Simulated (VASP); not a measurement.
# Si4N (Immm) in VASP: a series of runs

Runs on Si4N. Level: PBE. Tasks: single point.

All numbers are computed with VASP 6.6.1; they aren't measurements. Logs are shortened: lines on timing, memory, paths and dates and some standing lists are left out, and cuts for length are marked.

## 1. The cell of the first run

It takes space group Immm (No. 71, orthorhombic). The conventional cell has a = 3.983 Å, b = 5.785 Å, c = 7.195 Å, α = 90.00°, β = 90.00°, γ = 90.00°. Within 2.6 Å of Si (site symmetry m) lie 1 N at 1.92 Å and 3 Si at 2.33 to 2.37 Å. N (site symmetry mmm) has 4 Si at 1.92 Å within 2.6 Å.

The cell was generated, and may not be a known phase.

## 2. Single point, PBE, collinear spin, ferromagnetic start

Contents of INCAR:

```
PREC = Accurate
ENCUT = 520
EDIFF = 1E-6
ISMEAR = 0
SIGMA = 0.1
LREAL = False
LASPH = True
NELM = 150
ALGO = Normal
ISIF = 2
LWAVE = False
LCHARG = False
ISPIN = 2
MAGMOM = 0 0 0 0 1
LORBIT = 11
GGA = PE
NBANDS = 22
```

Contents of KPOINTS:

```
Automatic mesh
0
Gamma
  6 6 6
```

Contents of POSCAR:

```
Si4N
1.0
   -1.9913981090      2.8924687213      3.5972671138
    1.9913981090     -2.8924687213      3.5972671138
    1.9913981090      2.8924687213     -3.5972671138
Si N
4 1
Direct
    0.5734420831      0.8382655739      0.7351765092
    0.8969109353      0.1617344261      0.7351765092
    0.1030890647      0.8382655739      0.2648234908
    0.4265579169      0.1617344261      0.2648234908
    0.0000000000      0.0000000000      0.0000000000
```

Potentials or basis: VASP PAW PBE potentials, release 64 (Si, N).

Command:

```sh
> cat potpaw_PBE.64/Si/POTCAR potpaw_PBE.64/N/POTCAR > POTCAR
> mpirun -np 1 vasp_std > vasp.out
```

OUTCAR:

```text
PREC = Accurate
   ENCUT = 520
   EDIFF = 1E-6
   ISMEAR = 0
   LREAL = False
   LASPH = True
   NELM = 150
   ISIF = 2
   ISPIN = 2
   LORBIT = 11
   GGA = PE

 ion  position               nearest neighbor table
   1  0.573  0.838  0.735-   5 1.92   2 2.33   4 2.37   4 2.37   3 2.72   3 3.06
   2  0.897  0.162  0.735-   5 1.92   1 2.33   3 2.37   3 2.37   4 2.72   4 3.06
   3  0.103  0.838  0.265-   5 1.92   4 2.33   2 2.37   2 2.37   1 2.72   1 3.06
   4  0.427  0.162  0.265-   5 1.92   3 2.33   1 2.37   1 2.37   2 2.72   2 3.06
   5  0.000  0.000  0.000-   2 1.92   3 1.92   1 1.92   4 1.92

  LATTYP: Found a body centered orthorhombic cell.
 ALAT       =     3.9827962180
 B/A-ratio  =     1.4524814040
 C/A-ratio  =     1.8064027969

  Lattice vectors:

 A1 = (  -1.9913981090,   2.8924687213,   3.5972671138)
 A2 = (   1.9913981090,  -2.8924687213,   3.5972671138)
 A3 = (   1.9913981090,   2.8924687213,  -3.5972671138)

Analysis of symmetry for initial positions (statically):
=====================================================================
 Subroutine PRICEL returns:
 Original cell was already a primitive cell.

 Routine SETGRP: Setting up the symmetry group for a
 body centered orthorhombic supercell.

 Subroutine GETGRP returns: Found  8 space group operations
 (whereof  8 operations were pure point group operations)
 out of a pool of  8 trial point group operations.

The static configuration has the point symmetry D_2h.

Analysis of symmetry for dynamics (positions and initial velocities):
=====================================================================
 Subroutine PRICEL returns:
 Original cell was already a primitive cell.

 Routine SETGRP: Setting up the symmetry group for a
 body centered orthorhombic supercell.

 Subroutine GETGRP returns: Found  8 space group operations
 (whereof  8 operations were pure point group operations)
 out of a pool of  8 trial point group operations.

The dynamic configuration has the point symmetry D_2h.

Analysis of structural, dynamic, and magnetic symmetry:
=====================================================================
 Subroutine PRICEL returns:
 Original cell was already a primitive cell.

 Routine SETGRP: Setting up the symmetry group for a
 body centered orthorhombic supercell.

 Subroutine GETGRP returns: Found  8 space group operations
 (whereof  8 operations were pure point group operations)
 out of a pool of  8 trial point group operations.

The overall configuration has the point symmetry D_2h.

 Subroutine INISYM returns: Found  8 space group operations
 (whereof  8 operations are pure point group operations),
 and found     1 'primitive' translations

----------------------------------------------------------------------------------------

                                     Primitive cell

  volume of cell :      82.8819

  direct lattice vectors                    reciprocal lattice vectors
    -1.991398109  2.892468721  3.597267114     0.000000000  0.172862716  0.138994404
     1.991398109 -2.892468721  3.597267114     0.251079881  0.000000000  0.138994404
     1.991398109  2.892468721 -3.597267114     0.251079881  0.172862716  0.000000000

  length of vectors
     5.027163457  5.027163457  5.027163457     0.221812901  0.286985280  0.304832126

  position of ions in fractional coordinates (direct lattice)
     0.573442083  0.838265574  0.735176509
     0.896910935  0.161734426  0.735176509
     0.103089065  0.838265574  0.264823491
     0.426557917  0.161734426  0.264823491
     0.000000000  0.000000000  0.000000000

  ion indices of the primitive-cell ions
   primitive index   ion index
                 1           1
                 2           2
                 3           3
                 4           4
                 5           5

----------------------------------------------------------------------------------------

 KPOINTS: Automatic mesh

[... 24 lines left out ...]
  0.000000  0.000000  0.000000      1.000000
  0.166667  0.000000  0.000000      4.000000
  0.333333  0.000000 -0.000000      4.000000
  0.500000  0.000000  0.000000      2.000000
 -0.000000  0.166667  0.000000      4.000000
  0.166667  0.166667  0.000000      8.000000
[... 16 lines left out ...]
 -0.166667  0.166667  0.166667      2.000000
  0.166667  0.333333  0.166667      4.000000
 [... further k-points ...]
   k-points           NKPTS =     46   k-points in BZ     NKDIM =     46   number of bands    NBANDS=     22
   number of dos      NEDOS =    301   number of ions     NIONS =      5
   total plane-waves  NPLWV =  64000
   dimension x,y,z NGX =    40 NGY =   40 NGZ =   40
   dimension x,y,z NGXF=    80 NGYF=   80 NGZF=   80
   ions per type =               4   1
   NGX,Y,Z   is equivalent  to a cutoff of  13.23, 13.23, 13.23 a.u.
   NGXF,Y,Z  is equivalent  to a cutoff of  26.46, 26.46, 26.46 a.u.
 SYSTEM =  unknown system
   PREC   = accura    normal or accurate (medium, high low for compatibility)
   ISTART =      0    job   : 0-new  1-cont  2-samecut
   ICHARG =      2    charge: 1-file 2-atom 10-const
   ISPIN  =      2    spin polarized calculation?
   LNONCOLLINEAR =      F non collinear calculations
   LSORBIT =      F    spin-orbit coupling
   LASPH  =      T    aspherical Exc in radial PAW
   ENCUT  =  520.0 eV  38.22 Ry    6.18 a.u.   9.35  9.35  9.35*2*pi/ulx,y,z
   NELM   =    150;   NELMIN=  2; NELMDL= -5     # of ELM steps
   EDIFF  = 0.1E-05   stopping-criterion for ELM
   LREAL  =      F    real-space projection
   EDIFFG = 0.1E-04   stopping-criterion for IOM
   NSW    =      0    number of steps for IOM
   IBRION =     -1    ionic relax: 0-MD 1-quasi-New 2-CG
   NFREE  =      0    steps in history (QN), initial steepest desc. (CG)
   ISIF   =      2    stress and relaxation
   ISYM   =      2    0-nonsym 1-usesym 2-fastsym
   POTIM  = 0.5000    time-step for ionic-motion
   TEBEG  =    0.0;   TEEND  =   0.0 temperature during run
   PSTRESS=    0.0 pullay stress
   NELECT =      21.0000    total number of electrons
   NUPDOWN=      -1.0000    fix difference up-down
   EMIN   =  10.00;   EMAX   =-10.00  energy-range for DOS
   EFERMI =   0.00;   METHOD = LEGACY
   ISMEAR =     0;   SIGMA  =   0.10  broadening in eV -4-tet -1-fermi 0-gaus
   EFERMI_NEDOS =   21; number of points for ismear=-14 and -15
   IALGO  =     38    algorithm
   IMIX   =      4    mixing-type and parameters
     AMIX     =   0.40;   BMIX     =  1.00
     AMIX_MAG =   1.60;   BMIX_MAG =  1.00
  volume/ion in A,a.u.               =      16.58       111.86
  Fermi-wavevector in a.u.,A,eV,Ry     =   1.035925  1.957614 14.600951  1.073140
  Thomas-Fermi vector in A             =   2.170291
   LORBIT       =     11    0 simple, 1 ext, 2 COOP (PROOUT), +10 PAW based schemes
   GGA     = PE    functional components
   LHFCALC =     F    Hartree Fock is set to
   AEXX    =    0.0000 exact exchange contribution
   IVDW    =     0    specifies the selected vdW correction
   LEPSILON=     F    determine dielectric tensor
   LRPA    =     F    only Hartree local field effects (RPA)
 spin polarized calculation
 Gauss-broadening in eV      SIGMA  =   0.10
  energy-cutoff  :      520.00
  volume of cell :       82.88
 maximum number of plane-waves:      2249
 NGX is ok and might be reduce to    40
   NGX = 19   NGY = 19   NGZ = 19

 number of electron      21.0000001 magnetization      -0.0000071

 number of electron      21.0000001 magnetization       0.0000219

 Free energy of the ion-electron system (eV)
  ---------------------------------------------------
  ext. energy  EPLUGINS =         0.00000000
  ---------------------------------------------------
  free energy    TOTEN  =       -28.21385050 eV

  energy without entropy =      -28.20964077  energy(sigma->0) =      -28.21174563

 E-fermi :   6.6286     XC(G=0):  -9.8276

 val. band max:        6.5892891905   @ k =  -0.1667   0.1667   0.1667
 cond. band min:       6.6915967145   @ k =   0.3333   0.1667   0.0000
 fundamental gap:      0.1023075240
 Fermi energy:         6.6286498382

 spin component 1

 k-point     1 :       0.0000    0.0000    0.0000
  band No.  band energies     occupation
      1     -10.4047      1.00000
      2      -3.4899      1.00000
      3      -2.9679      1.00000
      4      -1.0809      1.00000
      5      -0.6511      1.00000
      6       2.9053      1.00000
[... 589 lines left out ...]
     21      15.5436      0.00000
     22      16.0224      0.00000

 [... further k-points ...]

 spin component 2

 k-point     1 :       0.0000    0.0000    0.0000
  band No.  band energies     occupation
      1     -10.4047      1.00000
      2      -3.4899      1.00000
      3      -2.9679      1.00000
      4      -1.0809      1.00000
      5      -0.6511      1.00000
      6       2.9053      1.00000
[... 589 lines left out ...]
     21      15.5437      0.00000
     22      16.0227      0.00000

 [... further k-points ...]

------------------------ aborting loop because EDIFF is reached ----------------------------------------

  FORCE on cell =-STRESS in cart. coord.  units (eV):
  Direction    XX          YY          ZZ          XY          YZ          ZX
  --------------------------------------------------------------------------------------
  -------------------------------------------------------------------------------------
  Total        0.0070494      0.0721598     -0.0087742     -0.0000000      0.0000000      0.0000000
  in kB        0.1362706      1.3949113     -0.1696126     -0.0000000      0.0000000      0.0000000
  external PRESSURE =       0.4538564 kB  Pullay stress =       0.0000000 kB

 VOLUME and BASIS-vectors are now :
 -----------------------------------------------------------------------------
  energy-cutoff  :      520.00
  volume of cell :       82.88
      direct lattice vectors                 reciprocal lattice vectors
    -1.991398109  2.892468721  3.597267114     0.000000000  0.172862716  0.138994404
     1.991398109 -2.892468721  3.597267114     0.251079881  0.000000000  0.138994404
     1.991398109  2.892468721 -3.597267114     0.251079881  0.172862716  0.000000000

 POSITION                                       TOTAL-FORCE (eV/Angst)
 -----------------------------------------------------------------------------------
      1.99140      1.36048      2.43366         0.000000     -0.024724     -0.017854
      0.00000      4.25295      1.16360         0.000000     -0.024724      0.017854
      1.99140     -1.36048      2.43366        -0.000000      0.024724     -0.017854
     -0.00000      1.53199      1.16360        -0.000000      0.024724      0.017854
      0.00000      0.00000      0.00000        -0.000000      0.000000     -0.000000
 -----------------------------------------------------------------------------------
    total drift:                               -0.000000      0.000000     -0.000000

  FREE ENERGIE OF THE ION-ELECTRON SYSTEM (eV)
  ---------------------------------------------------
  free  energy   TOTEN  =       -28.2138504974 eV

  energy  without entropy=      -28.2096407724  energy(sigma->0) =      -28.21174563

 total charge

# of ion       s       p       d       tot
------------------------------------------
    1        0.768   0.852   0.000   1.619
    2        0.768   0.852   0.000   1.619
    3        0.768   0.852   0.000   1.619
    4        0.768   0.852   0.000   1.619
    5        1.265   2.488   0.000   3.752
--------------------------------------------------
tot          4.336   5.894   0.000  10.229

 magnetization (x)

# of ion       s       p       d       tot
------------------------------------------
    1        0.000   0.000   0.000   0.000
    2        0.000   0.000   0.000   0.000
    3        0.000   0.000   0.000   0.000
    4        0.000   0.000   0.000   0.000
    5        0.000  -0.000   0.000  -0.000
--------------------------------------------------
tot          0.000  -0.000   0.000  -0.000
```

Wall time 5.1 min (1 thread of Intel Xeon 8259CL, shared host); peak memory 0.34 GiB.

Results:

| Item | Value |
| --- | --- |
| Free energy | -28.2139 eV |
| Pressure | 0.0 GPa |
| Largest force | 0.030 eV/Å |
| Net moment | 0.00 μB per cell |
| Valence electrons inside the program's atomic spheres | Si 1.62; N 3.75 |

Forces on the atoms (eV/Å):
```
Si   0.000 -0.025 -0.018
Si   0.000 -0.025  0.018
Si   0.000  0.025 -0.018
Si   0.000  0.025  0.018
N    0.000  0.000  0.000
```

## 3. Single point, PBE

This run uses another cell than the first one, of 16.41 Å³/atom.

Contents of INCAR:

```
SYSTEM = Si4N
PREC = Accurate ; ENCUT = 520
EDIFF = 1E-7 ; ISMEAR = 0
SIGMA = 0.1 ; LREAL = .FALSE.
LASPH = .TRUE. ; NELM = 60
ALGO = Normal ; ISIF = 2
LWAVE = .FALSE. ; LCHARG = .FALSE.
GGA = PE ; NBANDS = 18
```

Contents of KPOINTS:

```
Automatic mesh
0
G
  12 12 12
  0 0 0
```

Contents of POSCAR:

```
Si4N
1.0
   -1.9908531228      2.8380902520      3.6311035619
    1.9908531228     -2.8380902520      3.6311035619
    1.9908531228      2.8380902520     -3.6311035619
Si N
4 1
Direct
    0.5681927428      0.8372342936      0.7309584491
    0.8937241555      0.1627657064      0.7309584491
    0.1062758445      0.8372342936      0.2690415509
    0.4318072572      0.1627657064      0.2690415509
    0.0000000000      0.0000000000      0.0000000000
```

Potentials or basis: VASP PAW PBE potentials, release 64 (Si, N).

Command:

```sh
> cat potpaw_PBE.64/Si/POTCAR potpaw_PBE.64/N/POTCAR > POTCAR
> mpirun -np 1 vasp_std > vasp.out
```

Run time: 14 min. Hardware: 1 thread of Intel Xeon 8259CL, shared host; peak memory 0.48 GiB.

The run converged. Its results:

- Free energy: -28.2155 eV
- Pressure: -0.1 GPa
- Largest force: 0.004 eV/Å
- Band gap on the k mesh: zero (an odd number of electrons rules out a gap without spin polarisation)

Forces in eV/Å, atoms in the order of the input:
```
Si   0.000 -0.003 -0.002
Si   0.000 -0.003  0.002
Si   0.000  0.003 -0.002
Si   0.000  0.003  0.002
N    0.000  0.000  0.000
```

Levels at points of the mesh, in eV from the Fermi level:
| k point | band 7 | band 8 | band 9 | band 10 | band 11 | band 12 | band 13 | band 14 |
| --- | --- | --- | --- | --- | --- | --- | --- | --- |
| (0.00, 0.00, 0.00) | -3.57 | -3.50 | -2.59 | -1.65 | -0.01 | 1.22 | 2.26 | 2.77 |
| (0.50, 0.00, 0.00) | -3.53 | -3.19 | -2.54 | -0.54 | 0.07 | 0.70 | 1.25 | 2.33 |
| (0.00, 0.50, 0.00) | -4.49 | -3.91 | -3.24 | -1.63 | 0.20 | 1.15 | 1.49 | 4.22 |
| (0.50, 0.50, 0.00) | -4.22 | -3.40 | -2.72 | -1.67 | 0.37 | 1.99 | 2.66 | 3.21 |
| (0.50, 0.50, 0.50) | -4.29 | -1.57 | -0.58 | -0.55 | -0.12 | 1.50 | 1.96 | 2.92 |

The gap in the log of VASP goes by the Fermi energy; the results here count the filled bands.